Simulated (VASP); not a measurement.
# HfH2 (I4/mmm) in VASP: a series of runs, part 2 of 2

VASP 6.6.1. The steps go on from the part before.

### Step 5. Single point, r2SCAN

This run uses another cell than the first one, of 8.79 Å³/atom.

Contents of POSCAR:

```
HfH2
1.0
   -1.7390000000      1.7390000000      2.1805000000
    1.7390000000     -1.7390000000      2.1805000000
    1.7390000000      1.7390000000     -2.1805000000
Hf H
1 2
Direct
    0.0000000000      0.0000000000      0.0000000000
    0.7500000000      0.2500000000      0.5000000000
    0.2500000000      0.7500000000      0.5000000000
```

Contents of INCAR.step1:

```
SYSTEM = HfH2
ALGO = Normal
EDIFF = 1E-4
ENCUT = 520
GGA = PE
ISMEAR = 0
LASPH = .TRUE.
LCHARG = .FALSE.
LREAL = .FALSE.
LWAVE = .TRUE.
NBANDS = 13
NELM = 100
PREC = Accurate
SIGMA = 0.1
```

Contents of INCAR.step2:

```
SYSTEM = HfH2
ALGO = Normal
EDIFF = 1E-6
ENCUT = 520
ISIF = 2
ISMEAR = 0
ISTART = 1
LASPH = .TRUE.
LCHARG = .FALSE.
LMIXTAU = .TRUE.
LREAL = .FALSE.
LWAVE = .FALSE.
METAGGA = R2SCAN
NBANDS = 13
NELM = 100
PREC = Accurate
SIGMA = 0.1
```

Contents of KPOINTS:

```
k-points
0
G
  16 16 16
  0 0 0
```

Potentials or basis: VASP PAW PBE potentials, release 64 (Hf_pv, H).

Command:

```console
cat potpaw_PBE.64/Hf_pv/POTCAR potpaw_PBE.64/H/POTCAR > POTCAR
cp INCAR.step1 INCAR
mpirun -np 1 vasp_std > vasp.out
cp INCAR.step2 INCAR
mpirun -np 1 vasp_std > vasp.out
```

OUTCAR:

```text
SYSTEM = HfH2
   EDIFF = 1E-6
   ENCUT = 520
   ISIF = 2
   ISMEAR = 0
   ISTART = 1
   LASPH = .TRUE.
   LREAL = .FALSE.
   METAGGA = R2SCAN
   NELM = 100
   PREC = Accurate

 ion  position               nearest neighbor table
   1  0.000  0.000  0.000-   2 2.05   3 2.05   2 2.05   3 2.05   2 2.05   3 2.05   2 2.05   3 2.05

   2  0.750  0.250  0.500-   1 2.05   1 2.05   1 2.05   1 2.05
   3  0.250  0.750  0.500-   1 2.05   1 2.05   1 2.05   1 2.05

  LATTYP: Found a body centered tetragonal cell.
 ALAT       =     3.4780000000
 C/A-ratio  =     1.2538815411

  Lattice vectors:

 A1 = (  -1.7390000000,   1.7390000000,   2.1805000000)
 A2 = (   1.7390000000,  -1.7390000000,   2.1805000000)
 A3 = (   1.7390000000,   1.7390000000,  -2.1805000000)

Analysis of symmetry for initial positions (statically):
=====================================================================
 Subroutine PRICEL returns:
 Original cell was already a primitive cell.

 Routine SETGRP: Setting up the symmetry group for a
 body centered tetragonal supercell.

 Subroutine GETGRP returns: Found 16 space group operations
 (whereof 16 operations were pure point group operations)
 out of a pool of 16 trial point group operations.

The static configuration has the point symmetry D_4h.

Analysis of symmetry for dynamics (positions and initial velocities):
=====================================================================
 Subroutine PRICEL returns:
 Original cell was already a primitive cell.

 Routine SETGRP: Setting up the symmetry group for a
 body centered tetragonal supercell.

 Subroutine GETGRP returns: Found 16 space group operations
 (whereof 16 operations were pure point group operations)
 out of a pool of 16 trial point group operations.

The dynamic configuration has the point symmetry D_4h.

 Subroutine INISYM returns: Found 16 space group operations
 (whereof 16 operations are pure point group operations),
 and found     1 'primitive' translations

----------------------------------------------------------------------------------------

                                     Primitive cell

  volume of cell :      26.3764

  direct lattice vectors                    reciprocal lattice vectors
    -1.739000000  1.739000000  2.180500000     0.000000000  0.287521564  0.229305205
     1.739000000 -1.739000000  2.180500000     0.287521564  0.000000000  0.229305205
     1.739000000  1.739000000 -2.180500000     0.287521564  0.287521564  0.000000000

  length of vectors
     3.286764709  3.286764709  3.286764709     0.367762868  0.367762868  0.406616895

  position of ions in fractional coordinates (direct lattice)
     0.000000000  0.000000000  0.000000000
     0.750000000  0.250000000  0.500000000
     0.250000000  0.750000000  0.500000000

  ion indices of the primitive-cell ions
   primitive index   ion index
                 1           1
                 2           2
                 3           3

----------------------------------------------------------------------------------------

 KPOINTS: k-points

Automatic generation of k-mesh.
[... 46 lines left out ...]
 -0.062500  0.062500  0.000000      4.000000
 [... further k-points ...]
   k-points           NKPTS =    349   k-points in BZ     NKDIM =    349   number of bands    NBANDS=     13
   number of dos      NEDOS =    301   number of ions     NIONS =      3
   total plane-waves  NPLWV =  13824
   dimension x,y,z NGX =    24 NGY =   24 NGZ =   24
   dimension x,y,z NGXF=    48 NGYF=   48 NGZF=   48
   ions per type =               1   2
   NGX,Y,Z   is equivalent  to a cutoff of  12.14, 12.14, 12.14 a.u.
   NGXF,Y,Z  is equivalent  to a cutoff of  24.28, 24.28, 24.28 a.u.
 SYSTEM =  HfH2
   PREC   = accura    normal or accurate (medium, high low for compatibility)
   ISTART =      1    job   : 0-new  1-cont  2-samecut
   ICHARG =      0    charge: 1-file 2-atom 10-const
   ISPIN  =      1    spin polarized calculation?
   LNONCOLLINEAR =      F non collinear calculations
   LSORBIT =      F    spin-orbit coupling
   LASPH  =      T    aspherical Exc in radial PAW
   ENCUT  =  520.0 eV  38.22 Ry    6.18 a.u.   6.11  6.11  6.11*2*pi/ulx,y,z
   NELM   =    100;   NELMIN=  2; NELMDL=  0     # of ELM steps
   EDIFF  = 0.1E-05   stopping-criterion for ELM
   LREAL  =      F    real-space projection
   EDIFFG = 0.1E-04   stopping-criterion for IOM
   NSW    =      0    number of steps for IOM
   IBRION =     -1    ionic relax: 0-MD 1-quasi-New 2-CG
   NFREE  =      0    steps in history (QN), initial steepest desc. (CG)
   ISIF   =      2    stress and relaxation
   ISYM   =      2    0-nonsym 1-usesym 2-fastsym
   POTIM  = 0.5000    time-step for ionic-motion
   TEBEG  =    0.0;   TEEND  =   0.0 temperature during run
   PSTRESS=    0.0 pullay stress
   NELECT =      12.0000    total number of electrons
   NUPDOWN=      -1.0000    fix difference up-down
   EMIN   =  10.00;   EMAX   =-10.00  energy-range for DOS
   EFERMI =   0.00;   METHOD = LEGACY
   ISMEAR =     0;   SIGMA  =   0.10  broadening in eV -4-tet -1-fermi 0-gaus
   EFERMI_NEDOS =   21; number of points for ismear=-14 and -15
   IALGO  =     38    algorithm
   IMIX   =      4    mixing-type and parameters
     AMIX     =   0.40;   BMIX     =  1.00
     AMIX_MAG =   1.60;   BMIX_MAG =  1.00
  volume/ion in A,a.u.               =       8.79        59.33
  Fermi-wavevector in a.u.,A,eV,Ry     =   1.259109  2.379372 21.570088  1.585357
  Thomas-Fermi vector in A             =   2.392686
   LORBIT       =      0    0 simple, 1 ext, 2 COOP (PROOUT), +10 PAW based schemes
   METAGGA = R2SCAN    functional components
   LHFCALC =     F    Hartree Fock is set to
   AEXX    =    0.0000 exact exchange contribution
   IVDW    =     0    specifies the selected vdW correction
   LEPSILON=     F    determine dielectric tensor
   LRPA    =     F    only Hartree local field effects (RPA)
 non-spin polarized calculation
 Gauss-broadening in eV      SIGMA  =   0.10
  energy-cutoff  :      520.00
  volume of cell :       26.38
 maximum number of plane-waves:       740
   NGX = 13   NGY = 13   NGZ = 13

 number of electron      12.0000000 magnetization

 Free energy of the ion-electron system (eV)
  ---------------------------------------------------
  ext. energy  EPLUGINS =         0.00000000
  ---------------------------------------------------
  free energy    TOTEN  =       -53.68181041 eV

  energy without entropy =      -53.67965730  energy(sigma->0) =      -53.68073385

 E-fermi :   5.4957     XC(G=0): -12.1972

 val. band max:        5.4660620617   @ k =  -0.1250  -0.1250   0.0625
 cond. band min:       5.5014096200   @ k =  -0.1875  -0.1875   0.1250
 fundamental gap:      0.0353475584
 Fermi energy:         5.4957105300

 k-point     1 :       0.0000    0.0000    0.0000
  band No.  band energies     occupation
      1     -26.8633      2.00000
      2     -26.8633      2.00000
      3     -26.8095      2.00000
      4      -6.5076      2.00000
      5       3.6708      2.00000
      6       4.9754      2.00000
      7       4.9754      2.00000
      8       5.9554      0.00000
      9       7.3895      0.00000
     10       8.8350      0.00000
     11      16.6571      0.00000
     12      17.0976      0.00000
     13      17.8366      0.00000
[... 354 lines left out ...]
  band No.  band energies     occupation
      1     -26.8867      2.00000
      2     -26.8671      2.00000
      3     -26.8177      2.00000
      4      -6.3697      2.00000
      5       2.8089      2.00000
      6       5.0913      2.00000
      7       5.9915      0.00000
      8       6.0171      0.00000
      9       7.2430      0.00000
     10       8.7255      0.00000
     11      16.3050      0.00000
     12      16.6572      0.00000
     13      17.9727      0.00000

 [... further k-points ...]

------------------------ aborting loop because EDIFF is reached ----------------------------------------

  FORCE on cell =-STRESS in cart. coord.  units (eV):
  Direction    XX          YY          ZZ          XY          YZ          ZX
  --------------------------------------------------------------------------------------
  -------------------------------------------------------------------------------------
  Total       -0.6247258     -0.6247258     -0.6866491      0.0000000     -0.0000000      0.0000000
  in kB      -37.9476394    -37.9476394    -41.7090383      0.0000000     -0.0000000      0.0000000
  external PRESSURE =     -39.2014390 kB  Pullay stress =       0.0000000 kB

 VOLUME and BASIS-vectors are now :
 -----------------------------------------------------------------------------
  energy-cutoff  :      520.00
  volume of cell :       26.38
      direct lattice vectors                 reciprocal lattice vectors
    -1.739000000  1.739000000  2.180500000     0.000000000  0.287521564  0.229305205
     1.739000000 -1.739000000  2.180500000     0.287521564  0.000000000  0.229305205
     1.739000000  1.739000000 -2.180500000     0.287521564  0.287521564  0.000000000

 POSITION                                       TOTAL-FORCE (eV/Angst)
 -----------------------------------------------------------------------------------
      0.00000      0.00000      0.00000        -0.000000     -0.000000     -0.000000
     -0.00000      1.73900      1.09025        -0.000000      0.000000      0.000000
      1.73900     -0.00000      1.09025         0.000000     -0.000000     -0.000000
 -----------------------------------------------------------------------------------
    total drift:                               -0.000000      0.000000      0.000000

  FREE ENERGIE OF THE ION-ELECTRON SYSTEM (eV)
  ---------------------------------------------------
  free  energy   TOTEN  =       -53.6818104111 eV

  energy  without entropy=      -53.6796572951  energy(sigma->0) =      -53.68073385
```

Run time: 7.5 min. Hardware: 1 thread of Oxide Virtual Turin-like, shared host; peak memory 0.21 GiB.

What came out:

```
Free energy            : -53.6818 eV
Pressure               : -3.9 GPa
Band gap on the k mesh : zero (bands 6 and 7 overlap by 1.11 eV)
```

Levels at points of the mesh, in eV from the Fermi level:
```tsv
k point	band 4	band 5	band 6	band 7	band 8	band 9
(0.00, 0.00, 0.00)	-12.00	-1.82	-0.52	-0.52	0.46	1.89
(0.50, 0.00, 0.00)	-8.97	-5.90	-0.89	0.64	3.94	4.46
(0.50, 0.50, 0.00)	-7.19	-6.46	-4.41	4.09	4.30	5.35
(0.50, 0.50, 0.50)	-8.23	-5.03	-4.02	4.61	4.75	4.75
```

Caveat: the cell stands under tension; the PAW data sets were made with another functional, which shifts forces and pressure a little; spin-orbit coupling is left out, which moves the levels of the heavy elements.

### Step 6. Overview

```csv
cell,gap on the mesh (eV),pressure (GPa)
"a = 3.227 Å, angles 115.6, 115.6, 97.7°, 3 atoms",none,3.9
"a = 3.262 Å, angles 115.8, 115.8, 97.4°, 3 atoms",none,-1.1
"a = 3.287 Å, angles 116.1, 116.1, 96.9°, 3 atoms",none,-3.9
```

Alike in all rows: task single point; level r2SCAN; potentials or basis VASP PAW PBE potentials, release 64 (Hf_pv, H); no spin polarisation; k mesh 16 × 16 × 16; cutoff (eV) 520; smearing gaussian 0.1 eV.

Caveats: the PAW data sets were made with another functional, which shifts forces and pressure a little; spin-orbit coupling is left out, which moves the levels of the heavy elements; the cell stands under pressure (at least some runs); the cell stands under tension (at least some runs).

Absolute energies hang on the potentials; compare differences alone.

The gap in the log of VASP goes by the Fermi energy; the results here count the filled bands.